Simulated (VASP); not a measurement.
**F: relaxation of cell and atoms with LDA**

Crystal: F.

```
F
1.0
     2.20753    0.00000    0.00000
    -1.10377    1.91178    0.00000
     0.00000    0.00000    2.82164
F
2
Direct
  0.33333 0.66667 0.25000
  0.66667 0.33333 0.75000
```

| Property | Result |
| --- | --- |
| Program | VASP 6.6.1 |
| Task | relaxation of cell and atoms |
| Functional | LDA |
| Potentials or basis | VASP PAW LDA potentials, release 64 (F) |
| Cutoff | 600 eV |
| k mesh | 19 × 19 × 10 |
| Occupations | fermi-dirac, width 0.1 eV |
| Spin | no spin polarisation |
| Target pressure | 93 GPa |
| Dipole correction | no |
| Further INCAR settings | ALGO = Normal; EDIFF = 1e-06; IBRION = 2; EDIFFG = -0.005; NSW = 32; ISIF = 3 |

The relaxed volume is 5.95 Å³/atom. The relaxed cell is a = 2.206 Å, b = 2.206 Å, c = 2.822 Å, α = 90.00°, β = 90.00°, γ = 120.00°. The space group after relaxing (to 0.1 Å) is P6_3/mmc (No. 194), the energy change on relaxing (the run minimises the enthalpy) is +2.8 meV/atom and the ionic steps are 9. The pressure after relaxing is 93.0 GPa and the band gap on the k mesh is zero (bands 7 and 8 overlap by 2.33 eV).

Stress tensor (GPa, compression positive):
```
92.92  0.00  0.00
 0.00 92.92  0.00
 0.00  0.00 93.11
```

The path:
| step | energy change (eV) | largest force (eV/Å) | pressure (GPa) | volume (Å³) |
| --- | --- | --- | --- | --- |
| 1 | 0.0000 | 0.0000 | 92.64 | 11.91 |
| 2 | 0.0132 | 0.0000 | 93.54 | 11.89 |
| 3 | 0.0059 | 0.0000 | 93.09 | 11.90 |
| 4 | 0.0053 | 0.0000 | 93.11 | 11.90 |
| 5 | 0.0026 | 0.0000 | 92.85 | 11.90 |
| 6 | 0.0045 | 0.0000 | 93.00 | 11.90 |
| 7 | 0.0048 | 0.0000 | 92.94 | 11.90 |
| 8 | 0.0051 | 0.0000 | 92.96 | 11.90 |
| 9 | 0.0056 | 0.0000 | 92.99 | 11.90 |

Final structure:
```
CELL_PARAMETERS angstrom
2.20649 0.00000 0.00000
-1.10325 1.91088 0.00000
0.00000 0.00000 2.82203
ATOMIC_POSITIONS crystal
F 0.33333 0.66667 0.25000
F 0.66667 0.33333 0.75000
```

Levels at points of the mesh, in eV from the Fermi level:
| k point | band 4 | band 5 | band 6 | band 7 | band 8 | band 9 | band 10 | band 11 |
| --- | --- | --- | --- | --- | --- | --- | --- | --- |
| (0.00, 0.00, 0.00) | -1.94 | -1.94 | 0.24 | 0.24 | 1.64 | 18.88 | 21.05 | 32.47 |
| (0.00, 0.00, 0.50) | -2.80 | -0.85 | -0.85 | -0.85 | -0.85 | 21.85 | 21.85 | 34.67 |

Run time: 31 s on 1 thread of Intel(R) Xeon(R) 6975P-C (Granite Rapids), with other jobs on the host, peak memory 0.14 GiB.

Caveat: the cell is relaxed towards a set pressure, so the run minimises the enthalpy, not the energy.
